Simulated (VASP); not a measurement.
# Lu2Ir2O7 (Fd-3m) in VASP: single point with PBE+U

Aim: the single point of Lu2Ir2O7 with PBE+U.

Program: VASP 6.6.1. These are calculated values, not measurements. Logs are shortened: lines on timing, memory, paths and dates and some standing lists are left out, and cuts for length are marked.

## (1) The cell of the first run

Symmetry: Fd-3m, No. 227, cubic system. The conventional cell has a = 10.155 Å, b = 10.155 Å, c = 10.155 Å, α = 90.00°, β = 90.00°, γ = 90.00°. Within 2.9 Å of Lu (site symmetry -3m) lie 8 O at 2.20 to 2.42 Å. Ir (site symmetry -3m) has 6 O at 2.01 Å within 2.7 Å. O (site symmetry -43m) has 4 Lu at 2.20 Å and 6 O at 2.90 Å within 2.9 Å. Within 2.7 Å of O (site symmetry 2mm) lie 2 Ir at 2.01 Å and 2 Lu at 2.42 Å and 4 O at 2.59 Å.

## (2) Single point, PBE+U, collinear spin, ferromagnetic start

The input, INCAR:

```
  PREC = Accurate
  ENCUT = 520
  EDIFF = 1E-6
  ISMEAR = 0
  SIGMA = 0.05
  LREAL = Auto
  LASPH = T
  NELM = 150
  ALGO = Normal
  ISIF = 2
  LWAVE = F
  LCHARG = T
  ISPIN = 2
  MAGMOM = 0.01 0.01 0.01 0.01 0.52 0.52 0.52 0.52 0.01 0.01 0.1 0.1 0.1 0.1 0.1 0.1 0.1 0.1 0.1 0.1 0.1 0.1
  LORBIT = 11
  LMAXMIX = 4
  LDAU = T
  LDAUTYPE = 2
  LDAUL = -1 2 -1
  LDAUU = 0 2 0
  LDAUJ = 0 0 0
  LDAUPRINT = 1
  GGA = PE
  LVHAR = T
  NBANDS = 131
  KPAR = 4
```

The input, KPOINTS:

```
regular mesh
0
Gamma
  4 4 4
```

The input, POSCAR:

```
Lu2Ir2O7
1.0
    0.0000000000      5.0774540635      5.0774540635
    5.0774540635      0.0000000000      5.0774540635
    5.0774540635      5.0774540635      0.0000000000
Lu Ir O
4 4 14
Direct
    0.1250000000      0.1250000000      0.1250000000
    0.6250000000      0.1250000000      0.1250000000
    0.1250000000      0.1250000000      0.6250000000
    0.1250000000      0.6250000000      0.1250000000
    0.6250000000      0.6250000000      0.6250000000
    0.1250000000      0.6250000000      0.6250000000
    0.6250000000      0.6250000000      0.1250000000
    0.6250000000      0.1250000000      0.6250000000
    0.0000000000      0.0000000000      0.0000000000
    0.2500000000      0.2500000000      0.2500000000
    0.5355166974      0.9644833026      0.9644833026
    0.7144833026      0.2855166974      0.2855166974
    0.7144833026      0.2855166974      0.7144833026
    0.5355166974      0.9644833026      0.5355166974
    0.9644833026      0.5355166974      0.5355166974
    0.2855166974      0.7144833026      0.7144833026
    0.2855166974      0.7144833026      0.2855166974
    0.9644833026      0.5355166974      0.9644833026
    0.7144833026      0.7144833026      0.2855166974
    0.5355166974      0.5355166974      0.9644833026
    0.2855166974      0.2855166974      0.7144833026
    0.9644833026      0.9644833026      0.5355166974
```

Potentials or basis: VASP PAW PBE potentials, release 64 (Lu, Ir, O).

On the command line:

```console
$ cat potpaw_PBE.64/Lu/POTCAR potpaw_PBE.64/Ir/POTCAR potpaw_PBE.64/O/POTCAR > POTCAR
$ mpirun -np 4 vasp_std > vasp.out
```

OUTCAR:

```text
PREC = Accurate
   ENCUT = 520
   EDIFF = 1E-6
   ISMEAR = 0
   LREAL = Auto
   LASPH = T
   NELM = 150
   ISIF = 2
   ISPIN = 2
   LORBIT = 11
   GGA = PE

 ion  position               nearest neighbor table
   1  0.125  0.125  0.125-   9 2.20  10 2.20  11 2.42  12 2.42  17 2.42  18 2.42  21 2.42  22 2.42
                             4 3.59   2 3.59   3 3.59   3 3.59   6 3.59   8 3.59   4 3.59   6 3.59
   2  0.625  0.125  0.125-   9 2.20  10 2.20  13 2.42  14 2.42  19 2.42  20 2.42  11 2.42  12 2.42
                             8 3.59   1 3.59   7 3.59   3 3.59   5 3.59   8 3.59   4 3.59   5 3.59
   3  0.125  0.125  0.625-   9 2.20  10 2.20  13 2.42  14 2.42  15 2.42  16 2.42  21 2.42  22 2.42
                             8 3.59   1 3.59   6 3.59   1 3.59   2 3.59   4 3.59   4 3.59   5 3.59
   4  0.125  0.625  0.125-   9 2.20  10 2.20  15 2.42  16 2.42  19 2.42  20 2.42  17 2.42  18 2.42
                             7 3.59   1 3.59   6 3.59   3 3.59   5 3.59   6 3.59   1 3.59   2 3.59
   5  0.625  0.625  0.625-  13 2.01  14 2.01  15 2.01  16 2.01  19 2.01  20 2.01   2 3.59   4 3.59
                             2 3.59   3 3.59   3 3.59   4 3.59
   6  0.125  0.625  0.625-  15 2.01  16 2.01  17 2.01  18 2.01  21 2.01  22 2.01   3 3.59   4 3.59
                             1 3.59   4 3.59   1 3.59   3 3.59
   7  0.625  0.625  0.125-  11 2.01  12 2.01  17 2.01  18 2.01  19 2.01  20 2.01   2 3.59   4 3.59
                             1 3.59   2 3.59   1 3.59   4 3.59
   8  0.625  0.125  0.625-  11 2.01  12 2.01  13 2.01  14 2.01  21 2.01  22 2.01   2 3.59   3 3.59
                             1 3.59   2 3.59   1 3.59   3 3.59
   9  0.000  0.000  0.000-   1 2.20   2 2.20   3 2.20   4 2.20
  10  0.250  0.250  0.250-   1 2.20   2 2.20   3 2.20   4 2.20
  11  0.536  0.964  0.964-   7 2.01   8 2.01   1 2.42   2 2.42
  12  0.714  0.286  0.286-   7 2.01   8 2.01   1 2.42   2 2.42
  13  0.714  0.286  0.714-   5 2.01   8 2.01   2 2.42   3 2.42
  14  0.536  0.964  0.536-   5 2.01   8 2.01   2 2.42   3 2.42
  15  0.964  0.536  0.536-   5 2.01   6 2.01   3 2.42   4 2.42
  16  0.286  0.714  0.714-   5 2.01   6 2.01   3 2.42   4 2.42
  17  0.286  0.714  0.286-   6 2.01   7 2.01   1 2.42   4 2.42
  18  0.964  0.536  0.964-   6 2.01   7 2.01   1 2.42   4 2.42
  19  0.714  0.714  0.286-   5 2.01   7 2.01   2 2.42   4 2.42
  20  0.536  0.536  0.964-   5 2.01   7 2.01   2 2.42   4 2.42
  21  0.286  0.286  0.714-   6 2.01   8 2.01   1 2.42   3 2.42
  22  0.964  0.964  0.536-   6 2.01   8 2.01   1 2.42   3 2.42

  LATTYP: Found a face centered cubic cell.
 ALAT       =    10.1549081270

  Lattice vectors:

 A1 = (   0.0000000000,   5.0774540635,   5.0774540635)
 A2 = (   5.0774540635,   0.0000000000,   5.0774540635)
 A3 = (   5.0774540635,   5.0774540635,   0.0000000000)

Analysis of symmetry for initial positions (statically):
=====================================================================
 Subroutine PRICEL returns:
 Original cell was already a primitive cell.

 Routine SETGRP: Setting up the symmetry group for a
 face centered cubic supercell.

 Subroutine GETGRP returns: Found 48 space group operations
 (whereof 24 operations were pure point group operations)
 out of a pool of 48 trial point group operations.

The static configuration has the point symmetry T_d .
 The point group associated with its full space group is O_h .

Analysis of symmetry for dynamics (positions and initial velocities):
=====================================================================
 Subroutine PRICEL returns:
 Original cell was already a primitive cell.

 Routine SETGRP: Setting up the symmetry group for a
 face centered cubic supercell.

 Subroutine GETGRP returns: Found 48 space group operations
 (whereof 24 operations were pure point group operations)
 out of a pool of 48 trial point group operations.

The dynamic configuration has the point symmetry T_d .
 The point group associated with its full space group is O_h .

Analysis of structural, dynamic, and magnetic symmetry:
=====================================================================
 Subroutine PRICEL returns:
 Original cell was already a primitive cell.

 Routine SETGRP: Setting up the symmetry group for a
 face centered cubic supercell.

 Subroutine GETGRP returns: Found 48 space group operations
 (whereof 24 operations were pure point group operations)
 out of a pool of 48 trial point group operations.

[... 158 lines left out ...]
   LRPA    =     F    only Hartree local field effects (RPA)
 spin polarized calculation
 Gauss-broadening in eV      SIGMA  =   0.05
  energy-cutoff  :      520.00
  volume of cell :      261.80
 maximum number of plane-waves:      7119
 NGX is ok and might be reduce to    54
   NGX = 27   NGY = 27   NGZ = 27

atom =   5  type =  2  l = 2

 onsite density matrix

spin component  1
[... 116 lines left out ...]
  o =  0.4869  v =  0.0000  0.0000  0.0000  0.0000  0.0000  0.1840 -0.7574  0.0588 -0.5734 -0.2455      0.0000  0.0000  0.0000  0.0000  0.0000  0.0000  0.0000  0.0000  0.0000  0.0000
  o =  0.4869  v =  0.0000  0.0000  0.0000  0.0000  0.0000  0.7683 -0.2248  0.2455  0.5435  0.0588      0.0000  0.0000  0.0000  0.0000  0.0000  0.0000  0.0000  0.0000  0.0000  0.0000
  o =  0.4983  v = -0.4668  0.7803 -0.1628  0.3135  0.2202  0.0000  0.0000  0.0000  0.0000  0.0000      0.0000  0.0000  0.0000  0.0000  0.0000  0.0000  0.0000  0.0000  0.0000  0.0000
  o =  0.4983  v =  0.6315  0.0885  0.2202  0.7200  0.1628  0.0000  0.0000  0.0000  0.0000  0.0000      0.0000  0.0000  0.0000  0.0000  0.0000  0.0000  0.0000  0.0000  0.0000  0.0000
  o =  0.6260  v =  0.0000  0.0000  0.0000  0.0000  0.0000 -0.0009 -0.1780  0.0040 -0.1789  0.9676      0.0000  0.0000  0.0000  0.0000  0.0000  0.0000  0.0000  0.0000  0.0000  0.0000
  o =  0.6260  v =  0.0000  0.0000  0.0000  0.0000  0.0000 -0.2061  0.1038  0.9676 -0.1023 -0.0040      0.0000  0.0000  0.0000  0.0000  0.0000  0.0000  0.0000  0.0000  0.0000  0.0000
  o =  0.9192  v =  0.0000  0.0000  0.0000  0.0000  0.0000  0.5774  0.5774 -0.0000 -0.5774  0.0000      0.0000  0.0000  0.0000  0.0000  0.0000  0.0000  0.0000  0.0000  0.0000  0.0000
  o =  0.9259  v =  0.5774  0.5774  0.0000 -0.5774  0.0000  0.0000  0.0000  0.0000  0.0000  0.0000      0.0000  0.0000  0.0000  0.0000  0.0000  0.0000  0.0000  0.0000  0.0000  0.0000
  o =  0.9559  v =  0.0309  0.1763 -0.1331  0.2072 -0.9525  0.0000  0.0000  0.0000  0.0000  0.0000      0.0000  0.0000  0.0000  0.0000  0.0000  0.0000  0.0000  0.0000  0.0000  0.0000
  o =  0.9559  v = -0.2214  0.1375  0.9525 -0.0839 -0.1331  0.0000  0.0000  0.0000  0.0000  0.0000      0.0000  0.0000  0.0000  0.0000  0.0000  0.0000  0.0000  0.0000  0.0000  0.0000

 number of electron     220.0000017 magnetization       4.0000197

 Free energy of the ion-electron system (eV)
  ---------------------------------------------------
  ext. energy  EPLUGINS =         0.00000000
  ---------------------------------------------------
  free energy    TOTEN  =      -160.35321257 eV

  energy without entropy =     -160.34651356  energy(sigma->0) =     -160.34986307

 E-fermi :   4.2013     XC(G=0): -11.7864

 val. band max:        4.1989737217   @ k =   0.5000   0.5000   0.0000
 cond. band min:       4.2905508923   @ k =  -0.2500   0.2500   0.0000
 fundamental gap:      0.0915771706
 Fermi energy:         4.2012861887

 spin component 1

 k-point     1 :       0.0000    0.0000    0.0000
  band No.  band energies     occupation
      1     -50.7941      1.00000
      2     -50.7794      1.00000
      3     -50.7794      1.00000
      4     -50.7794      1.00000
      5     -22.1669      1.00000
      6     -21.6979      1.00000
[... 989 lines left out ...]
    121       8.7111      0.00000
    122       8.7111      0.00000
 Fermi energy:         4.2012861887

 spin component 2

 k-point     1 :       0.0000    0.0000    0.0000
  band No.  band energies     occupation
      1     -50.7861      1.00000
      2     -50.7714      1.00000
      3     -50.7714      1.00000
      4     -50.7714      1.00000
      5     -22.1620      1.00000
      6     -21.6847      1.00000
[... 989 lines left out ...]
    121       8.7553      0.00000
    122       8.7553      0.00000
 [bands above 122 left out]

------------------------ aborting loop because EDIFF is reached ----------------------------------------

  FORCE on cell =-STRESS in cart. coord.  units (eV):
  Direction    XX          YY          ZZ          XY          YZ          ZX
  --------------------------------------------------------------------------------------
  -------------------------------------------------------------------------------------
  Total        1.3356381      1.3356381      1.3356381      0.0000000      0.0000000     -0.0000000
  in kB        8.1739388      8.1739388      8.1739388      0.0000000      0.0000000     -0.0000000
  external PRESSURE =       8.1739388 kB  Pullay stress =       0.0000000 kB

 VOLUME and BASIS-vectors are now :
 -----------------------------------------------------------------------------
  energy-cutoff  :      520.00
  volume of cell :      261.80
      direct lattice vectors                 reciprocal lattice vectors
     0.000000000  5.077454064  5.077454064    -0.098474549  0.098474549  0.098474549
     5.077454064  0.000000000  5.077454064     0.098474549 -0.098474549  0.098474549
     5.077454064  5.077454064  0.000000000     0.098474549  0.098474549 -0.098474549

 POSITION                                       TOTAL-FORCE (eV/Angst)
 -----------------------------------------------------------------------------------
      1.26936      1.26936      1.26936         0.000000      0.000000      0.000000
      1.26936      3.80809      3.80809         0.000000      0.000000      0.000000
      3.80809      3.80809      1.26936         0.000000      0.000000      0.000000
      3.80809      1.26936      3.80809         0.000000      0.000000      0.000000
      6.34682      6.34682      6.34682         0.000000      0.000000      0.000000
      6.34682      3.80809      3.80809         0.000000      0.000000      0.000000
[... 14 lines left out ...]
      5.07745      5.07745      2.89940         0.000000      0.000000      0.014828
      7.61618      7.61618      9.79424         0.000000      0.000000     -0.014828
 -----------------------------------------------------------------------------------
    total drift:                                0.000000      0.000000      0.000000

  FREE ENERGIE OF THE ION-ELECTRON SYSTEM (eV)
  ---------------------------------------------------
  free  energy   TOTEN  =      -160.3532125682 eV

  energy  without entropy=     -160.3465135631  energy(sigma->0) =     -160.34986307

 total charge

# of ion       s       p       d       f       tot
--------------------------------------------------
    1        2.200   6.109   0.755  14.133  23.196
    2        2.200   6.109   0.755  14.133  23.196
    3        2.200   6.109   0.755  14.133  23.196
    4        2.200   6.109   0.755  14.133  23.196
    5        0.606   0.787   6.917   0.000   8.311
    6        0.606   0.787   6.917   0.000   8.311
[... 14 lines left out ...]
   21        1.557   3.456   0.000   0.000   5.014
   22        1.557   3.456   0.000   0.000   5.014
--------------------------------------------------
tot         33.030  76.140  30.687  56.531 196.389

 magnetization (x)

# of ion       s       p       d       f       tot
--------------------------------------------------
    1        0.008   0.007   0.007   0.004   0.025
    2        0.008   0.007   0.007   0.004   0.025
    3        0.008   0.007   0.007   0.004   0.025
    4        0.008   0.007   0.007   0.004   0.025
    5        0.006   0.006   0.687   0.000   0.699
    6        0.006   0.006   0.687   0.000   0.699
[... 14 lines left out ...]
   21        0.001   0.080   0.000   0.000   0.081
   22        0.001   0.080   0.000   0.000   0.081
--------------------------------------------------
tot          0.070   1.021   2.777   0.015   3.882
```

Run time: 9.3 min. Hardware: 4 MPI ranks of Intel Xeon Platinum 8488C (Sapphire Rapids), shared host; peak memory 0.79 GiB.

Results:

```
Free energy                                           : -160.3532 eV
Pressure                                              : 0.8 GPa
Largest force                                         : 0.015 eV/Å
Band gap on the k mesh                                : zero (filled and empty bands overlap)
Net moment                                            : 4.00 μB per cell
Site moments                                          : Lu +0.03; Ir +0.70; O +0.00, +0.08 μB
Valence electrons inside the program's atomic spheres : Lu 23.20; Ir 8.31; O 5.10, 5.01
```

Forces on the atoms (eV/Å):
```
Lu   0.000  0.000  0.000
Lu   0.000  0.000  0.000
Lu   0.000  0.000  0.000
Lu   0.000  0.000  0.000
Ir   0.000  0.000  0.000
Ir   0.000  0.000  0.000
Ir   0.000  0.000  0.000
Ir   0.000  0.000  0.000
O    0.000  0.000  0.000
O    0.000  0.000  0.000
O   -0.015  0.000  0.000
O    0.015  0.000  0.000
O    0.000 -0.015  0.000
O    0.000  0.015  0.000
O    0.015  0.000  0.000
O   -0.015  0.000  0.000
O    0.000  0.015  0.000
O    0.000 -0.015  0.000
O    0.000  0.000 -0.015
O    0.000  0.000  0.015
O    0.000  0.000  0.015
O    0.000  0.000 -0.015
```

Eigenvalues of the final occupation matrices:
| site | spin | trace | eigenvalues |
| --- | --- | --- | --- |
| site 5 d | 1 | 3.83 | 0.50 0.50 0.93 0.96 0.96 |
| site 5 d | 2 | 3.14 | 0.49 0.49 0.63 0.63 0.92 |
| site 6 d | 1 | 3.83 | 0.50 0.50 0.93 0.96 0.96 |
| site 6 d | 2 | 3.14 | 0.49 0.49 0.63 0.63 0.92 |
| site 7 d | 1 | 3.83 | 0.50 0.50 0.93 0.96 0.96 |
| site 7 d | 2 | 3.14 | 0.49 0.49 0.63 0.63 0.92 |
| site 8 d | 1 | 3.83 | 0.50 0.50 0.93 0.96 0.96 |
| site 8 d | 2 | 3.14 | 0.49 0.49 0.63 0.63 0.92 |

Caveat: spin-orbit coupling is left out, which moves the levels of the heavy elements. The state reached can hang on the start; a lower one may exist.
